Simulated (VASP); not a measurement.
# Os (I4/mmm) in VASP: further runs

The runs below take Os through single point, with r2SCAN.

All numbers are computed with VASP 6.6.1; they aren't measurements. Logs are shortened: lines on timing, memory, paths and dates and some standing lists are left out, and cuts for length are marked.

**1. The cell of the first run**

It takes space group I4/mmm (No. 139, tetragonal). The conventional cell has a = 2.751 Å, b = 2.751 Å, c = 4.123 Å, α = 90.00°, β = 90.00°, γ = 90.00°. Os (site symmetry 4/mmm) has 12 Os at 2.75 to 2.83 Å within 3.6 Å.

**2. Single point, r2SCAN (strain +0.0600 x Voigt [1, 0, 0, 0, 0, 0])**

Input file POSCAR:

```
Os
1.0
    0.0000000000      1.9450000000      1.9450000000
    2.0617000000      0.0000000000      1.9450000000
    2.0617000000      1.9450000000      0.0000000000
Os
1
Direct
    0.0000000000      0.0000000000      0.0000000000
```

Input file INCAR.step1:

```
PREC = Accurate
ENCUT = 520
ISMEAR = 0
SIGMA = 0.15
LREAL = False
LASPH = True
NELM = 100
NBANDS = 10
GGA = PE
ALGO = Normal
EDIFF = 1E-4
LWAVE = True
LCHARG = False
```

Input file INCAR.step2:

```
PREC = Accurate
ENCUT = 520
EDIFF = 1E-7
ISMEAR = 0
SIGMA = 0.15
LREAL = False
LASPH = True
NELM = 100
ALGO = Normal
ISIF = 2
LWAVE = False
LCHARG = False
METAGGA = R2SCAN
LMIXTAU = True
NBANDS = 10
ISTART = 1
```

Input file KPOINTS:

```
regular mesh
0
Gamma
  20 20 20
```

Potentials or basis: VASP PAW PBE potentials, release 64 (Os).

Run with:

```console
$ cat potpaw_PBE.64/Os/POTCAR > POTCAR
$ cp INCAR.step1 INCAR
$ mpirun -np 1 vasp_std > vasp.out
$ cp INCAR.step2 INCAR
$ mpirun -np 1 vasp_std > vasp.out
```

OUTCAR:

```text
PREC = Accurate
   ENCUT = 520
   EDIFF = 1E-7
   ISMEAR = 0
   LREAL = False
   LASPH = True
   NELM = 100
   ISIF = 2
   METAGGA = R2SCAN
   ISTART = 1

 ion  position               nearest neighbor table
   1  0.000  0.000  0.000-

  LATTYP: Found a body centered tetragonal cell.
 ALAT       =     2.7506453788
 C/A-ratio  =     1.4990663761

  Lattice vectors:

 A1 = (   2.0617000000,   0.0000000000,   1.9450000000)
 A2 = (   2.0617000000,   0.0000000000,  -1.9450000000)
 A3 = (  -2.0617000000,   1.9450000000,   0.0000000000)

Analysis of symmetry for initial positions (statically):
=====================================================================
 Subroutine PRICEL returns:
 Original cell was already a primitive cell.

 Routine SETGRP: Setting up the symmetry group for a
 body centered tetragonal supercell.

 Subroutine GETGRP returns: Found 16 space group operations
 (whereof 16 operations were pure point group operations)
 out of a pool of 16 trial point group operations.

The static configuration has the point symmetry D_4h.

Analysis of symmetry for dynamics (positions and initial velocities):
=====================================================================
 Subroutine PRICEL returns:
 Original cell was already a primitive cell.

 Routine SETGRP: Setting up the symmetry group for a
 body centered tetragonal supercell.

 Subroutine GETGRP returns: Found 16 space group operations
 (whereof 16 operations were pure point group operations)
 out of a pool of 16 trial point group operations.

The dynamic configuration has the point symmetry D_4h.

 Subroutine INISYM returns: Found 16 space group operations
 (whereof 16 operations are pure point group operations),
 and found     1 'primitive' translations

----------------------------------------------------------------------------------------

                                     Primitive cell

  volume of cell :      15.5989

  direct lattice vectors                    reciprocal lattice vectors
     0.000000000  1.945000000  1.945000000    -0.242518310  0.257069409  0.257069409
     2.061700000  0.000000000  1.945000000     0.242518310 -0.257069409  0.257069409
     2.061700000  1.945000000  0.000000000     0.242518310  0.257069409 -0.257069409

  length of vectors
     2.750645379  2.834366224  2.834366224     0.437017726  0.437017726  0.437017726

  position of ions in fractional coordinates (direct lattice)
     0.000000000  0.000000000  0.000000000

  ion indices of the primitive-cell ions
   primitive index   ion index
                 1           1

----------------------------------------------------------------------------------------

 KPOINTS: regular mesh

Automatic generation of k-mesh.
 Grid dimensions read from file:
 generate k-points for:   20   20   20

 Generating k-lattice:

  Cartesian coordinates                     Fractional coordinates (reciprocal lattice)
    -0.012125916  0.012853470  0.012853470     0.050000000  0.000000000  0.000000000
     0.012125916 -0.012853470  0.012853470     0.000000000  0.050000000  0.000000000
     0.012125916  0.012853470 -0.012853470     0.000000000  0.000000000  0.050000000

  Length of vectors
     0.021850886  0.021850886  0.021850886

  Shift w.r.t. Gamma in fractional coordinates (k-lattice)
     0.000000000  0.000000000  0.000000000

 Subroutine IBZKPT returns following result:
 ===========================================

 Found    641 irreducible k-points:

 Following reciprocal coordinates:
            Coordinates               Weight
  0.000000  0.000000  0.000000      1.000000
  0.050000 -0.000000 -0.000000      8.000000
  0.100000 -0.000000 -0.000000      8.000000
  0.150000 -0.000000 -0.000000      8.000000
  0.200000 -0.000000 -0.000000      8.000000
  0.250000 -0.000000 -0.000000      8.000000
[... 16 lines left out ...]
 -0.400000  0.050000  0.000000     16.000000
 -0.350000  0.050000  0.000000     16.000000
 [... further k-points ...]
   k-points           NKPTS =    641   k-points in BZ     NKDIM =    641   number of bands    NBANDS=     10
   number of dos      NEDOS =    301   number of ions     NIONS =      1
   total plane-waves  NPLWV =  11520
   dimension x,y,z NGX =    20 NGY =   24 NGZ =   24
   dimension x,y,z NGXF=    40 NGYF=   48 NGZF=   48
   ions per type =               1
   NGX,Y,Z   is equivalent  to a cutoff of  12.09, 14.08, 14.08 a.u.
   NGXF,Y,Z  is equivalent  to a cutoff of  24.18, 28.15, 28.15 a.u.
 SYSTEM =  unknown system
   PREC   = accura    normal or accurate (medium, high low for compatibility)
   ISTART =      1    job   : 0-new  1-cont  2-samecut
   ICHARG =      0    charge: 1-file 2-atom 10-const
   ISPIN  =      1    spin polarized calculation?
   LNONCOLLINEAR =      F non collinear calculations
   LSORBIT =      F    spin-orbit coupling
   LASPH  =      T    aspherical Exc in radial PAW
   ENCUT  =  520.0 eV  38.22 Ry    6.18 a.u.   5.11  5.27  5.27*2*pi/ulx,y,z
   NELM   =    100;   NELMIN=  2; NELMDL=  0     # of ELM steps
   EDIFF  = 0.1E-06   stopping-criterion for ELM
   LREAL  =      F    real-space projection
   EDIFFG = 0.1E-05   stopping-criterion for IOM
   NSW    =      0    number of steps for IOM
   IBRION =     -1    ionic relax: 0-MD 1-quasi-New 2-CG
   NFREE  =      0    steps in history (QN), initial steepest desc. (CG)
   ISIF   =      2    stress and relaxation
   ISYM   =      2    0-nonsym 1-usesym 2-fastsym
   POTIM  = 0.5000    time-step for ionic-motion
   TEBEG  =    0.0;   TEEND  =   0.0 temperature during run
   PSTRESS=    0.0 pullay stress
   NELECT =       8.0000    total number of electrons
   NUPDOWN=      -1.0000    fix difference up-down
   EMIN   =  10.00;   EMAX   =-10.00  energy-range for DOS
   EFERMI =   0.00;   METHOD = LEGACY
   ISMEAR =     0;   SIGMA  =   0.15  broadening in eV -4-tet -1-fermi 0-gaus
   EFERMI_NEDOS =   21; number of points for ismear=-14 and -15
   IALGO  =     38    algorithm
   IMIX   =      4    mixing-type and parameters
     AMIX     =   0.40;   BMIX     =  1.00
     AMIX_MAG =   1.60;   BMIX_MAG =  1.00
  volume/ion in A,a.u.               =      15.60       105.27
  Fermi-wavevector in a.u.,A,eV,Ry     =   1.310408  2.476312 23.363511  1.717170
  Thomas-Fermi vector in A             =   2.440941
   LORBIT       =      0    0 simple, 1 ext, 2 COOP (PROOUT), +10 PAW based schemes
   METAGGA = R2SCAN    functional components
   LHFCALC =     F    Hartree Fock is set to
   AEXX    =    0.0000 exact exchange contribution
   IVDW    =     0    specifies the selected vdW correction
   LEPSILON=     F    determine dielectric tensor
   LRPA    =     F    only Hartree local field effects (RPA)
 non-spin polarized calculation
 Gauss-broadening in eV      SIGMA  =   0.15
  energy-cutoff  :      520.00
  volume of cell :       15.60
 maximum number of plane-waves:       434
   NGX = 11   NGY = 11   NGZ = 11

 number of electron       8.0000000 magnetization

 Free energy of the ion-electron system (eV)
  ---------------------------------------------------
  ext. energy  EPLUGINS =         0.00000000
  ---------------------------------------------------
  free energy    TOTEN  =       -52.65386535 eV

  energy without entropy =      -52.64310915  energy(sigma->0) =      -52.64848725

 E-fermi :   7.5955     XC(G=0): -14.6729

 val. band max:        7.5937631827   @ k =   0.4000   0.3000   0.0500
 cond. band min:       7.5977398869   @ k =   0.2500  -0.0000  -0.0000
 fundamental gap:      0.0039767042
 Fermi energy:         7.5955311787

 k-point     1 :       0.0000    0.0000    0.0000
  band No.  band energies     occupation
      1      -2.7467      2.00000
      2       4.3952      2.00000
      3       5.2174      2.00000
      4       5.2174      2.00000
      5       7.0260      2.00000
      6       8.0633      0.00001
      7      22.6104      0.00000
      8      26.9193      0.00000
      9      28.6581      0.00000
     10      28.6581      0.00000

 k-point     2 :       0.0500   -0.0000   -0.0000
  band No.  band energies     occupation
      1      -2.6371      2.00000
      2       4.4151      2.00000
      3       5.1800      2.00000
      4       5.2658      2.00000
      5       7.0059      2.00000
      6       8.0192      0.00006
      7      22.8056      0.00000
      8      26.8611      0.00000
      9      28.2634      0.00000
     10      28.8477      0.00000

 k-point     3 :       0.1000   -0.0000   -0.0000
  band No.  band energies     occupation
      1      -2.3165      2.00000
      2       4.4336      2.00000
      3       5.1096      2.00000
      4       5.3994      2.00000
      5       6.9714      2.00000
      6       7.9062      0.00340
      7      23.3504      0.00000
      8      26.1220      0.00000
      9      28.2490      0.00000
     10      29.4006      0.00000

 k-point     4 :       0.1500   -0.0000   -0.0000
  band No.  band energies     occupation
      1      -1.8127      2.00000
      2       4.3692      2.00000
      3       5.0834      2.00000
      4       5.5771      2.00000
      5       7.0003      2.00000
      6       7.7836      0.07614
      7      24.0783      0.00000
      8      24.8872      0.00000
      9      28.9675      0.00000
     10      30.2699      0.00000
[... 222 lines left out ...]
 k-point    22 :      -0.4500    0.0500    0.0000
  band No.  band energies     occupation
      1       0.6058      2.00000
      2       4.4356      2.00000
      3       5.1340      2.00000
      4       6.9309      2.00000
      5       9.5712      0.00000
      6      10.0265      0.00000
      7      15.9265      0.00000
      8      22.3152      0.00000
      9      27.4792      0.00000
     10      28.2877      0.00000

 k-point    23 :      -0.4000    0.0500    0.0000
  band No.  band energies     occupation
      1       0.5874      2.00000
      2       4.4987      2.00000
      3       5.2264      2.00000
      4       6.2634      2.00000
      5       9.1801      0.00000
      6       9.7353      0.00000
      7      17.0257      0.00000
      8      22.6407      0.00000
      9      28.0213      0.00000
     10      29.0079      0.00000

 k-point    24 :      -0.3500    0.0500    0.0000
  band No.  band energies     occupation
      1       0.4973      2.00000
      2       4.6211      2.00000
      3       5.3347      2.00000
      4       5.4210      2.00000
      5       8.6279      0.00000
      6       9.3088      0.00000
      7      18.5711      0.00000
      8      23.2523      0.00000
      9      28.8321      0.00000
     10      30.3165      0.00000

 [... further k-points ...]
[... 5 lines left out ...]
  --------------------------------------------------------------------------------------
  -------------------------------------------------------------------------------------
  Total       -4.2654855     -2.6905823     -2.6905823     -0.0000000      0.0000000      0.0000000
  in kB     -438.1112168   -276.3517327   -276.3517327     -0.0000000      0.0000000      0.0000000
  external PRESSURE =    -330.2715607 kB  Pullay stress =       0.0000000 kB

 VOLUME and BASIS-vectors are now :
 -----------------------------------------------------------------------------
  energy-cutoff  :      520.00
  volume of cell :       15.60
      direct lattice vectors                 reciprocal lattice vectors
     0.000000000  1.945000000  1.945000000    -0.242518310  0.257069409  0.257069409
     2.061700000  0.000000000  1.945000000     0.242518310 -0.257069409  0.257069409
     2.061700000  1.945000000  0.000000000     0.242518310  0.257069409 -0.257069409

 POSITION                                       TOTAL-FORCE (eV/Angst)
 -----------------------------------------------------------------------------------
      0.00000      0.00000      0.00000         0.000000      0.000000     -0.000000
 -----------------------------------------------------------------------------------
    total drift:                               -0.000000     -0.000000     -0.000000

  FREE ENERGIE OF THE ION-ELECTRON SYSTEM (eV)
  ---------------------------------------------------
  free  energy   TOTEN  =       -52.6538653534 eV

  energy  without entropy=      -52.6431091535  energy(sigma->0) =      -52.64848725
```

Run time: 5.6 min. Hardware: 1 thread of AMD EPYC 7R13 (Zen 3), shared host; peak memory 0.2 GiB.

Results:

```yaml
Free_energy: -52.6539 eV
Pressure: -33.0 GPa
Band_gap_on_the_k_mesh: zero (band 4 reaches 9.91 eV, above the bottom of band 5 at 6.04 eV)
```

Caveat: the cell differs from its parent crystal (strain +0.0600 x Voigt [1, 0, 0, 0, 0, 0]); the PAW data sets were made with another functional, which shifts forces and pressure a little; spin-orbit coupling is left out, which moves the levels of the heavy elements.

**3. Single point, r2SCAN (strain -0.0450 x Voigt [1, 0, 0, 0, 0, 0])**

Input file POSCAR:

```
Os
1.0
    0.0000000000      1.9450000000      1.9450000000
    1.8574750000      0.0000000000      1.9450000000
    1.8574750000      1.9450000000      0.0000000000
Os
1
Direct
    0.0000000000      0.0000000000      0.0000000000
```

Input file INCAR.step1:

```
  PREC = Accurate
  ENCUT = 520
  ISMEAR = 0
  SIGMA = 0.15
  LREAL = False
  LASPH = True
  NELM = 100
  NBANDS = 10
  GGA = PE
  ALGO = Normal
  EDIFF = 1E-4
  LWAVE = True
  LCHARG = False
```

Input file INCAR.step2:

```
  PREC = Accurate
  ENCUT = 520
  EDIFF = 1E-7
  ISMEAR = 0
  SIGMA = 0.15
  LREAL = False
  LASPH = True
  NELM = 100
  ALGO = Normal
  ISIF = 2
  LWAVE = False
  LCHARG = False
  METAGGA = R2SCAN
  LMIXTAU = True
  NBANDS = 10
  ISTART = 1
```

KPOINTS is that of step 2.

Potentials or basis: VASP PAW PBE potentials, release 64 (Os).

Run with:

```console
$ cat potpaw_PBE.64/Os/POTCAR > POTCAR
$ cp INCAR.step1 INCAR
$ mpirun -np 1 vasp_std > vasp.out
$ cp INCAR.step2 INCAR
$ mpirun -np 1 vasp_std > vasp.out
```

Wall time 2.2 min (1 thread of Intel Xeon 6975P-C (Granite Rapids), shared host); peak memory 0.21 GiB.

The run converged. Its results:

```yaml
Free_energy: -52.8328 eV
Pressure: 2.0 GPa
Band_gap_on_the_k_mesh: zero (band 4 reaches 12.21 eV, above the bottom of band 5 at 7.58 eV)
```

Stress tensor (GPa, compression positive):
```
13.12  0.00  0.00
 0.00 -3.59  0.00
 0.00  0.00 -3.59
```

Levels at points of the mesh, in eV from the Fermi level:
| k point | band 1 | band 2 | band 3 | band 4 | band 5 | band 6 | band 7 | band 8 | band 9 |
| --- | --- | --- | --- | --- | --- | --- | --- | --- | --- |
| (0.00, 0.00, 0.00) | -11.29 | -3.33 | -3.33 | -2.64 | -0.45 | 0.43 | 14.95 | 20.49 | 20.49 |
| (0.50, 0.00, 0.00) | -8.03 | -3.67 | -2.92 | -0.27 | 2.30 | 2.72 | 9.44 | 14.45 | 21.00 |
| (0.50, 0.50, 0.00) | -7.93 | -7.14 | 2.05 | 2.42 | 2.89 | 3.52 | 12.46 | 12.82 | 13.51 |
| (0.00, 0.50, 0.50) | -7.88 | -7.23 | 2.42 | 3.11 | 3.25 | 3.25 | 12.28 | 12.28 | 13.76 |

Caveat: the cell differs from its parent crystal (strain -0.0450 x Voigt [1, 0, 0, 0, 0, 0]); the PAW data sets were made with another functional, which shifts forces and pressure a little; spin-orbit coupling is left out, which moves the levels of the heavy elements.
